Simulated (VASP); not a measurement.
A run of VASP 6.6.1 is set up as follows.

Contents of INCAR:

```
  ALGO = Normal
  EDIFF = 1E-6
  ENCUT = 520
  ISIF = 2
  ISMEAR = -1
  LASPH = True
  LCHARG = True
  LELF = True
  LREAL = False
  LVHAR = True
  LWAVE = False
  NBANDS = 29
  NELM = 80
  PREC = Accurate
  SIGMA = 0.05
```

File KPOINTS:

```
k-points
0
Gamma
  8 8 8
```

File POSCAR:

```
TiSi2
1.0
    1.7883327548     -6.8482296503      0.0000000000
    1.7883327548      6.8482296503      0.0000000000
    0.0000000000      0.0000000000      3.6120895340
Ti Si
2 4
Direct
    0.1031180800      0.8968819200      0.2500000000
    0.8968819200      0.1031180800      0.7500000000
    0.7503148200      0.2496851800      0.2500000000
    0.2496851800      0.7503148200      0.7500000000
    0.4417485500      0.5582514500      0.2500000000
    0.5582514500      0.4417485500      0.7500000000
```

Potentials or basis: VASP PAW LDA potentials, release 64 (Ti_sv, Si).

Launch:

```console
$ cat potpaw_LDA.64/Ti_sv/POTCAR potpaw_LDA.64/Si/POTCAR > POTCAR
$ mpirun -np 1 vasp_std > vasp.out
```

(1) Estimate the pressure.

(2) What does it give for the largest force?

Results:

(1) -10.0 GPa.

(2) 0.139 eV/Å.

Caveat: the cell stands under tension.
